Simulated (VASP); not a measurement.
# ScB3S (P4/mmm) in VASP: a series of runs

ScB3S is run at these levels: PBE; tasks: single point, relaxation of cell and atoms.

All numbers are computed with VASP 6.6.1; they aren't measurements. Logs are shortened: lines on timing, memory, paths and dates and some standing lists are left out, and cuts for length are marked.

### Step 1. The cell of the first run

It takes space group P4/mmm (No. 123, tetragonal). Conventional cell: a = 3.313 Å, b = 3.313 Å, c = 5.489 Å, α = 90.00°, β = 90.00°, γ = 90.00°. Within 3.3 Å of Sc (site symmetry 4/mmm) lie 10 B at 2.47 to 2.74 Å. Within 2.1 Å of B (site symmetry 4mm) lie 1 B at 1.54 Å and 1 S at 1.97 Å. B (site symmetry 4/mmm) has 4 S at 2.34 Å and 2 Sc at 2.74 Å and 8 B at 3.06 Å within 3.1 Å. S (site symmetry 4/mmm) has 6 B at 1.97 to 2.34 Å within 2.6 Å.

### Step 2. Single point, PBE

Input file INCAR:

```
ALGO     = Normal         # electronic algorithm
EDIFF    = 1E-6           # SCF threshold, eV
ENCUT    = 520            # plane-wave cutoff, eV
GGA      = PE             # functional
ISIF     = 2              # what is computed and relaxed
ISMEAR   = 0              # smearing method
LASPH    = True           # aspherical terms in the spheres
LCHARG   = True           # write CHGCAR
LELF     = True           # ELF
LREAL    = False          # projectors in reciprocal space
LVHAR    = True         
LWAVE    = False          # write WAVECAR
NBANDS   = 21             # bands
NELM     = 100            # most SCF steps
PREC     = Accurate       # precision mode
SIGMA    = 0.1            # smearing width, eV
```

Input file KPOINTS:

```
k-points
0
Gamma
  12 12 8
```

Input file POSCAR:

```
ScB3S
1.0
    3.3127106227      0.0000000000      0.0000000000
    0.0000000000      3.3127106227      0.0000000000
    0.0000000000      0.0000000000      5.4886612768
Sc B S
1 3 1
Direct
    0.5000000000      0.5000000000      0.5000000000
    0.0000000000      0.0000000000      0.3593380231
    0.0000000000      0.0000000000      0.6406619769
    0.5000000000      0.5000000000      0.0000000000
    0.0000000000      0.0000000000      0.0000000000
```

Potentials or basis: VASP PAW PBE potentials, release 64 (Sc_sv, B, S).

Run with:

```console
> cat potpaw_PBE.64/Sc_sv/POTCAR potpaw_PBE.64/B/POTCAR potpaw_PBE.64/S/POTCAR > POTCAR
> mpirun -np 1 vasp_std > vasp.out
```

OUTCAR:

```text
EDIFF = 1E-6
   ENCUT = 520
   GGA = PE
   ISIF = 2
   ISMEAR = 0
   LASPH = True
   LREAL = False
   NELM = 100
   PREC = Accurate

 ion  position               nearest neighbor table
   1  0.500  0.500  0.500-   2 2.47   3 2.47   2 2.47   3 2.47   2 2.47   3 2.47   2 2.47   3 2.47
                             4 2.74   4 2.74
   2  0.000  0.000  0.359-   3 1.54   5 1.97   1 2.47   1 2.47   1 2.47   1 2.47
   3  0.000  0.000  0.641-   2 1.54   5 1.97   1 2.47   1 2.47   1 2.47   1 2.47
   4  0.500  0.500  0.000-   5 2.34   5 2.34   5 2.34   5 2.34   1 2.74   1 2.74
   5  0.000  0.000  0.000-   2 1.97   3 1.97   4 2.34   4 2.34   4 2.34   4 2.34

  LATTYP: Found a simple tetragonal cell.
 ALAT       =     3.3127106227
 C/A-ratio  =     1.6568489983

  Lattice vectors:

 A1 = (   3.3127106227,   0.0000000000,   0.0000000000)
 A2 = (   0.0000000000,   3.3127106227,   0.0000000000)
 A3 = (   0.0000000000,   0.0000000000,   5.4886612768)

Analysis of symmetry for initial positions (statically):
=====================================================================
 Subroutine PRICEL returns:
 Original cell was already a primitive cell.

 Routine SETGRP: Setting up the symmetry group for a
 simple tetragonal supercell.

 Subroutine GETGRP returns: Found 16 space group operations
 (whereof 16 operations were pure point group operations)
 out of a pool of 16 trial point group operations.

The static configuration has the point symmetry D_4h.

Analysis of symmetry for dynamics (positions and initial velocities):
=====================================================================
 Subroutine PRICEL returns:
 Original cell was already a primitive cell.

 Routine SETGRP: Setting up the symmetry group for a
 simple tetragonal supercell.

 Subroutine GETGRP returns: Found 16 space group operations
 (whereof 16 operations were pure point group operations)
 out of a pool of 16 trial point group operations.

The dynamic configuration has the point symmetry D_4h.

 Subroutine INISYM returns: Found 16 space group operations
 (whereof 16 operations are pure point group operations),
 and found     1 'primitive' translations

----------------------------------------------------------------------------------------

                                     Primitive cell

  volume of cell :      60.2329

  direct lattice vectors                    reciprocal lattice vectors
     3.312710623  0.000000000  0.000000000     0.301867598  0.000000000  0.000000000
     0.000000000  3.312710623  0.000000000     0.000000000  0.301867598  0.000000000
[... 91 lines left out ...]
   EDIFF  = 0.1E-05   stopping-criterion for ELM
   LREAL  =      F    real-space projection
   EDIFFG = 0.1E-04   stopping-criterion for IOM
   NSW    =      0    number of steps for IOM
   IBRION =     -1    ionic relax: 0-MD 1-quasi-New 2-CG
   NFREE  =      0    steps in history (QN), initial steepest desc. (CG)
   ISIF   =      2    stress and relaxation
   ISYM   =      2    0-nonsym 1-usesym 2-fastsym
   POTIM  = 0.5000    time-step for ionic-motion
   TEBEG  =    0.0;   TEEND  =   0.0 temperature during run
   PSTRESS=    0.0 pullay stress
   NELECT =      26.0000    total number of electrons
   NUPDOWN=      -1.0000    fix difference up-down
   EMIN   =  10.00;   EMAX   =-10.00  energy-range for DOS
   EFERMI =   0.00;   METHOD = LEGACY
   ISMEAR =     0;   SIGMA  =   0.10  broadening in eV -4-tet -1-fermi 0-gaus
   EFERMI_NEDOS =   21; number of points for ismear=-14 and -15
   IALGO  =     38    algorithm
   IMIX   =      4    mixing-type and parameters
     AMIX     =   0.40;   BMIX     =  1.00
     AMIX_MAG =   1.60;   BMIX_MAG =  1.00
  volume/ion in A,a.u.               =      12.05        81.29
  Fermi-wavevector in a.u.,A,eV,Ry     =   1.237242  2.338049 20.827374  1.530769
  Thomas-Fermi vector in A             =   2.371818
   LORBIT       =      0    0 simple, 1 ext, 2 COOP (PROOUT), +10 PAW based schemes
   GGA     = PE    functional components
   LHFCALC =     F    Hartree Fock is set to
   AEXX    =    0.0000 exact exchange contribution
   IVDW    =     0    specifies the selected vdW correction
   LEPSILON=     F    determine dielectric tensor
   LRPA    =     F    only Hartree local field effects (RPA)
 non-spin polarized calculation
 Gauss-broadening in eV      SIGMA  =   0.10
  energy-cutoff  :      520.00
  volume of cell :       60.23
 maximum number of plane-waves:      1648
 NGX is ok and might be reduce to    28
   NGX = 13   NGY = 13   NGZ = 21

 number of electron      25.9999999 magnetization

 Free energy of the ion-electron system (eV)
  ---------------------------------------------------
  ext. energy  EPLUGINS =         0.00000000
  ---------------------------------------------------
  free energy    TOTEN  =       -26.58400444 eV

  energy without entropy =      -26.57308075  energy(sigma->0) =      -26.57854260

 E-fermi :   5.6556     XC(G=0): -11.0867

 val. band max:        5.6547778494   @ k =   0.4167   0.3333   0.2500
 cond. band min:       5.6616838022   @ k =   0.1667   0.0833   0.0000
 fundamental gap:      0.0069059528
 Fermi energy:         5.6555748380

 k-point     1 :       0.0000    0.0000    0.0000
  band No.  band energies     occupation
      1     -42.5958      2.00000
      2     -21.3700      2.00000
      3     -21.1531      2.00000
      4     -21.1531      2.00000
      5     -10.2828      2.00000
      6      -3.6146      2.00000
[... 565 lines left out ...]
     20      11.7122      0.00000
     21      12.3195      0.00000

 [... further k-points ...]
[... 5 lines left out ...]
  --------------------------------------------------------------------------------------
  -------------------------------------------------------------------------------------
  Total        0.0865132      0.0865132      0.0031027      0.0000000     -0.0000000      0.0000000
  in kB        2.3012264      2.3012264      0.0825316      0.0000000     -0.0000000      0.0000000
  external PRESSURE =       1.5616614 kB  Pullay stress =       0.0000000 kB

 VOLUME and BASIS-vectors are now :
 -----------------------------------------------------------------------------
  energy-cutoff  :      520.00
  volume of cell :       60.23
      direct lattice vectors                 reciprocal lattice vectors
     3.312710623  0.000000000  0.000000000     0.301867598  0.000000000  0.000000000
     0.000000000  3.312710623  0.000000000     0.000000000  0.301867598  0.000000000
     0.000000000  0.000000000  5.488661277     0.000000000  0.000000000  0.182193790

 POSITION                                       TOTAL-FORCE (eV/Angst)
 -----------------------------------------------------------------------------------
      1.65636      1.65636      2.74433         0.000000      0.000000      0.000000
      0.00000      0.00000      1.97228         0.000000     -0.000000     -0.033718
      0.00000      0.00000      3.51638        -0.000000     -0.000000      0.033718
      1.65636      1.65636      0.00000         0.000000      0.000000      0.000000
      0.00000      0.00000      0.00000         0.000000      0.000000      0.000000
 -----------------------------------------------------------------------------------
    total drift:                                0.000000      0.000000      0.000000

  FREE ENERGIE OF THE ION-ELECTRON SYSTEM (eV)
  ---------------------------------------------------
  free  energy   TOTEN  =       -26.5840044439 eV

  energy  without entropy=      -26.5730807539  energy(sigma->0) =      -26.57854260
```

Wall time 3.1 min (1 thread of Intel Xeon Platinum 8259CL at 2.50GHz (Skylake/Cascade Lake), shared host); peak memory 0.3 GiB.

Results:

```
Free energy            : -26.5840 eV
Pressure               : 0.2 GPa
Largest force          : 0.034 eV/Å
Band gap on the k mesh : zero (band 13 reaches 6.84 eV, above the bottom of band 14 at 4.59 eV)
```

Forces on the atoms (eV/Å):
```
Sc   0.000  0.000  0.000
B    0.000  0.000 -0.034
B    0.000  0.000  0.034
B    0.000  0.000  0.000
S    0.000  0.000  0.000
```

Stress tensor (GPa, compression positive):
```
0.23 0.00 0.00
0.00 0.23 0.00
0.00 0.00 0.01
```

Levels at points of the mesh, in eV from the Fermi level:
```
           k point  band 9  band 10  band 11  band 12  band 13  band 14  band 15  band 16  band 17  band 18
(0.00, 0.00, 0.00)   -4.01    -3.30     0.47     0.62     1.18     1.18     1.67     1.75     1.75     3.67
(0.50, 0.00, 0.00)   -3.40    -2.90    -1.81    -0.49     0.63     1.28     1.62     1.67     2.66     3.52
(0.50, 0.50, 0.00)   -7.04    -5.25    -1.35    -1.35    -1.07    -1.07     0.89     2.37     4.17     5.08
(0.00, 0.00, 0.50)   -3.96    -3.13    -1.68     0.25     0.25     0.49     0.72     2.73     2.73     3.68
(0.50, 0.00, 0.50)   -4.72    -2.33    -1.85    -1.57    -0.49     1.03     1.09     2.36     3.05     4.05
(0.50, 0.50, 0.50)   -5.60    -4.99    -2.55    -2.55    -0.42     0.32     0.64     0.64     5.08     5.46
```

### Step 3. Relaxation of cell and atoms, PBE

This run uses another cell than the first one, of 11.97 Å³/atom, 0.994 times its volume.

Input file INCAR:

```
ALGO = Normal
EDIFF = 1E-6
EDIFFG = -0.01
ENCUT = 600
GGA = PE
IBRION = 2
ISIF = 3
ISMEAR = 0
LASPH = T
LCHARG = F
LREAL = F
LWAVE = F
NELM = 100
NSW = 100
PREC = Accurate
SIGMA = 0.1
```

KPOINTS is that of step 2.

Input file POSCAR:

```
ScB3S
1.0
    3.2762662883      0.0000000000      0.0000000000
    0.0000000000      3.2762662883      0.0000000000
    0.0000000000      0.0000000000      5.5753063312
Sc B S
1 3 1
Direct
    0.5000000000      0.5000000000      0.5000000000
    0.0000000000      0.0000000000      0.3605338182
    0.0000000000      0.0000000000      0.6394661818
    0.5000000000      0.5000000000      0.0000000000
    0.0000000000      0.0000000000      0.0000000000
```

Potentials or basis: VASP PAW PBE potentials, release 64 (Sc_sv, B, S).

Run with:

```console
> cat potpaw_PBE.64/Sc_sv/POTCAR potpaw_PBE.64/B/POTCAR potpaw_PBE.64/S/POTCAR > POTCAR
> mpirun -np 1 vasp_std > vasp.out
```

OUTCAR:

```text
EDIFF = 1E-6
   EDIFFG = -0.01
   ENCUT = 600
   GGA = PE
   IBRION = 2
   ISIF = 3
   ISMEAR = 0
   LASPH = T
   LREAL = F
   NELM = 100
   NSW = 100
   PREC = Accurate

 ion  position               nearest neighbor table
   1  0.500  0.500  0.500-   2 2.44   3 2.44   2 2.44   3 2.44   2 2.44   3 2.44   2 2.44   3 2.44
                             4 2.79   4 2.79
   2  0.000  0.000  0.361-   3 1.56   5 2.01   1 2.44   1 2.44   1 2.44   1 2.44
   3  0.000  0.000  0.639-   2 1.56   5 2.01   1 2.44   1 2.44   1 2.44   1 2.44
   4  0.500  0.500  0.000-   5 2.32   5 2.32   5 2.32   5 2.32   1 2.79   1 2.79
   5  0.000  0.000  0.000-   2 2.01   3 2.01   4 2.32   4 2.32   4 2.32   4 2.32

  LATTYP: Found a simple tetragonal cell.
 ALAT       =     3.2762662883
 C/A-ratio  =     1.7017256354

  Lattice vectors:

 A1 = (   3.2762662883,   0.0000000000,   0.0000000000)
 A2 = (   0.0000000000,   3.2762662883,   0.0000000000)
 A3 = (   0.0000000000,   0.0000000000,   5.5753063312)

Analysis of symmetry for initial positions (statically):
=====================================================================
 Subroutine PRICEL returns:
 Original cell was already a primitive cell.

 Routine SETGRP: Setting up the symmetry group for a
 simple tetragonal supercell.

[... 179 lines left out ...]
  Direction    XX          YY          ZZ          XY          YZ          ZX
  --------------------------------------------------------------------------------------
  -------------------------------------------------------------------------------------
  Total        0.6014436      0.6014436     -1.0110421      0.0000000      0.0000000      0.0000000
  in kB       16.1019454     16.1019454    -27.0677850      0.0000000      0.0000000      0.0000000
  external PRESSURE =       1.7120353 kB  Pullay stress =       0.0000000 kB
[... 182 lines left out ...]
--------------------------------------- Ionic step        6  -------------------------------------------

 number of electron      26.0000002 magnetization

 Free energy of the ion-electron system (eV)
  ---------------------------------------------------
  ext. energy  EPLUGINS =         0.00000000
  ---------------------------------------------------
  free energy    TOTEN  =       -26.58685176 eV

  energy without entropy =      -26.57590432  energy(sigma->0) =      -26.58137804

 E-fermi :   5.6349     XC(G=0): -11.0761

 val. band max:        5.6260510405   @ k =   0.2500   0.2500   0.5000
 cond. band min:       5.6425126215   @ k =   0.1667   0.0833   0.0000
 fundamental gap:      0.0164615810
 Fermi energy:         5.6348551609

 k-point     1 :       0.0000    0.0000    0.0000
  band No.  band energies     occupation
      1     -42.6312      2.00000
      2     -21.4030      2.00000
      3     -21.1888      2.00000
      4     -21.1888      2.00000
      5     -10.2879      2.00000
      6      -3.6229      2.00000
[... 457 lines left out ...]
      4     -21.3297      2.00000
      5      -8.7627      2.00000
      6      -2.3816      2.00000
[... 9 lines left out ...]
     16       7.7793      0.00000
     17       9.6213      0.00000

 [... further k-points ...]
[... 5 lines left out ...]
  --------------------------------------------------------------------------------------
  -------------------------------------------------------------------------------------
  Total        0.0007707      0.0007707     -0.0183748      0.0000000      0.0000000      0.0000000
  in kB        0.0204535      0.0204535     -0.4876321      0.0000000      0.0000000      0.0000000
  external PRESSURE =      -0.1489084 kB  Pullay stress =       0.0000000 kB
[... 20 lines left out ...]
  FREE ENERGIE OF THE ION-ELECTRON SYSTEM (eV)
  ---------------------------------------------------
  free  energy   TOTEN  =       -26.5868517619 eV

  energy  without entropy=      -26.5759043185  energy(sigma->0) =      -26.58137804

 reached required accuracy - stopping structural energy minimisation
```

OSZICAR:

```text
N       E                     dE             d eps       ncg     rms          rms(c)
DAV:   1     0.245539322956E+03    0.24554E+03   -0.13736E+04  4776   0.166E+03
DAV:   2    -0.738819846484E+01   -0.25293E+03   -0.25031E+03  4881   0.447E+02
DAV:   3    -0.306801084240E+02   -0.23292E+02   -0.22614E+02  7859   0.115E+02
[... 50 lines left out ...]
DAV:   2    -0.265869773883E+02    0.64345E-03   -0.27106E-03  6656   0.625E-01    0.670E-02
DAV:   3    -0.265868796067E+02    0.97782E-04   -0.32789E-04  6531   0.115E-01    0.344E-02
DAV:   4    -0.265868563225E+02    0.23284E-04   -0.66497E-05  7679   0.948E-02    0.189E-02
DAV:   5    -0.265868527010E+02    0.36216E-05   -0.82703E-06  5746   0.211E-02    0.864E-03
DAV:   6    -0.265868517619E+02    0.93906E-06   -0.41296E-07  2582   0.912E-03
   6 F= -.26586852E+02 E0= -.26581378E+02  d E =-.117331E-03
```

CONTCAR:

```text
ScB3S
   1.00000000000000
     3.3172779462702993   -0.0000000000000000    0.0000000000000000
     0.0000000000000000    3.3172779462702993   -0.0000000000000000
    -0.0000000000000000   -0.0000000000000000    5.4862581353087299
  Sc              B               S
     1     3     1
Direct
     0.5000000000000000    0.5000000000000000    0.5000000000000000
     0.0000000000000000    0.0000000000000000    0.3592041243383926
     0.0000000000000000    0.0000000000000000    0.6407958756616073
     0.5000000000000000    0.5000000000000000    1.0000000000000000
     0.0000000000000000    1.0000000000000000    1.0000000000000000

  0.00000000E+00  0.00000000E+00  0.00000000E+00
  0.00000000E+00  0.00000000E+00  0.00000000E+00
  0.00000000E+00  0.00000000E+00  0.00000000E+00
  0.00000000E+00  0.00000000E+00  0.00000000E+00
  0.00000000E+00  0.00000000E+00  0.00000000E+00
```

Wall time 11 min (1 thread of Intel Xeon Platinum 8259CL at 2.50GHz (Skylake/Cascade Lake), shared host); peak memory 0.34 GiB.

Results:

- Free energy: -26.5869 eV
- Relaxed volume: 12.07 Å³/atom
- Relaxed cell: a = 3.317 Å, b = 3.317 Å, c = 5.486 Å, α = 90.00°, β = 90.00°, γ = 90.00°
- Space group after relaxing (to 0.05 Å): P4/mmm (No. 123)
- Energy gained by relaxing: 3.5 meV/atom
- Ionic steps: 6
- Pressure after relaxing: 0.0 GPa
- Band gap on the k mesh: zero (band 13 reaches 6.81 eV, above the bottom of band 14 at 4.57 eV)

The path:
```csv
step,energy change (eV),largest force (eV/Å),pressure (GPa),volume (Å³)
1,0.0000,0.0508,0.17,59.84
2,-0.0130,0.1254,0.41,59.95
3,-0.0160,0.1792,0.67,60.02
4,-0.0145,0.3469,-0.55,60.55
5,-0.0171,0.0328,0.18,60.22
6,-0.0173,0.0005,-0.01,60.37
```

Final structure:
```
Sc B S
1.0
     3.31728    0.00000    0.00000
     0.00000    3.31728    0.00000
     0.00000    0.00000    5.48626
Sc B S
1 3 1
Direct
  0.50000 0.50000 0.50000
  0.00000 0.00000 0.35920
  0.00000 0.00000 0.64080
  0.50000 0.50000 0.00000
  0.00000 0.00000 0.00000
```

(Part 1 of 3 ends here.)
